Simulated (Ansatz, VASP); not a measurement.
## One calculation of Ni, two programs

POSCAR

```
Ni
1.0
    2.2921012302      0.0000000000      0.0000000000
    0.0000000000      2.2921012302      0.0000000000
    0.0000000000      0.0000000000      2.2921012302
Ni
1
Direct
    0.0000000000      0.0000000000      0.0000000000
```

The input INCAR.step1:

```
  ALGO = Normal
  EDIFF = 1E-4
  ENCUT = 520
  GGA = PE
  ISMEAR = -1
  LASPH = T
  LCHARG = F
  LREAL = F
  LWAVE = T
  NBANDS = 11
  NELM = 60
  PREC = Accurate
  SIGMA = 0.1
```

INCAR.step2

```
  ALGO = Normal
  EDIFF = 1E-6
  ENCUT = 520
  ISIF = 2
  ISMEAR = -1
  ISTART = 1
  LASPH = T
  LCHARG = F
  LMIXTAU = T
  LREAL = F
  LWAVE = F
  METAGGA = R2SCAN
  NBANDS = 11
  NELM = 60
  PREC = Accurate
  SIGMA = 0.1
```

Contents of KPOINTS:

```
k-points
0
Gamma
  15 15 15
```

Input for Ansatz:

```yaml
crystal:
  lattice:
    - [2.2921012302, 0.0, 0.0]
    - [0.0, 2.2921012302, 0.0]
    - [0.0, 0.0, 2.2921012302]
  atoms:
    - { symbol: Ni, position: [0.0, 0.0, 0.0] }
hamiltonian:
  xc: r2scan
  pseudopotentials:
    kind: paw
    azcp:
      Ni: "pseudopotentials/Ni.paw.azcp"
basis:
  ecutwfc: 500
  fft_grid_basis: typed
kpoints:
  mp_grid: { grid: [15, 15, 15], shift: [0, 0, 0] }
magnetization:
  spin_polarized: false
scf:
  occupations: { method: fermi_dirac, width: 0.1 }
  lower_state_search: "off"
output:
  stress: true
  write_density: true
  write_potential: true
  elf: true
  volumetric_format: npy
```

Alike in both runs: task single point; functional r2SCAN; k mesh 15 × 15 × 15; occupations fermi-dirac, width 0.1 eV; no spin polarisation.

|  | VASP | Ansatz |
| --- | --- | --- |
| version | VASP 6.6.1 | Ansatz 0.2.0 |
| potentials or method | VASP PAW PBE potentials, release 64 (Ni), cutoff 520 eV | plane waves (500 eV) with PAW, scalar-relativistic |
| valence electrons in the cell | 10 | 18 |

|  | VASP | Ansatz | Ansatz less VASP |
| --- | --- | --- | --- |
| pressure (GPa) | 0.3 | 0.0 | -0.38 |

VASP's potentials were made for PBE, not for r2SCAN. VASP's potentials hold 10 valence electrons a cell and Ansatz's 18, so a difference there can come from the potentials and not from the codes.
